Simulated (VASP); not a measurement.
RbBr, 2 atoms in the cell. The structure is cubic, space group Pm-3m (No. 221). Conventional cell: a = 4.193 Å, b = 4.193 Å, c = 4.193 Å, α = 90.00°, β = 90.00°, γ = 90.00°. Rb (site symmetry m-3m) has 8 Br at 3.63 Å and 6 Rb at 4.19 Å within 4.8 Å. Within 4.8 Å of Br (site symmetry m-3m) lie 8 Rb at 3.63 Å and 6 Br at 4.19 Å. 

| Property | Result |
| --- | --- |
| Program | VASP 6.6.1 |
| Task | single point |
| Functional | PBE |
| Potentials or basis | VASP PAW PBE potentials, release 64 (Rb_sv, Br) |
| Cutoff | 520 eV |
| k mesh | 7 × 7 × 7 |
| Occupations | tetrahedron |
| Spin | no spin polarisation |
| Dipole correction | no |
| Further INCAR settings | ALGO = Normal; EDIFF = 1e-06; NBANDS = 15 |

Potentials or basis: VASP PAW PBE potentials, release 64 (Rb_sv, Br).

Run with:

```console
$ cat potpaw_PBE.64/Rb_sv/POTCAR potpaw_PBE.64/Br/POTCAR > POTCAR
$ mpirun -np 1 vasp_std > vasp.out
```

Hardware: 1 thread of Intel Xeon 8259CL, on a shared host.

Task: How long does it take, and how much memory?

Result: Run time: 19 s on 1 thread of Intel Xeon 8259CL, with other jobs on the host, peak memory 0.18 GiB. Counts: scf iterations 11, k points 20.
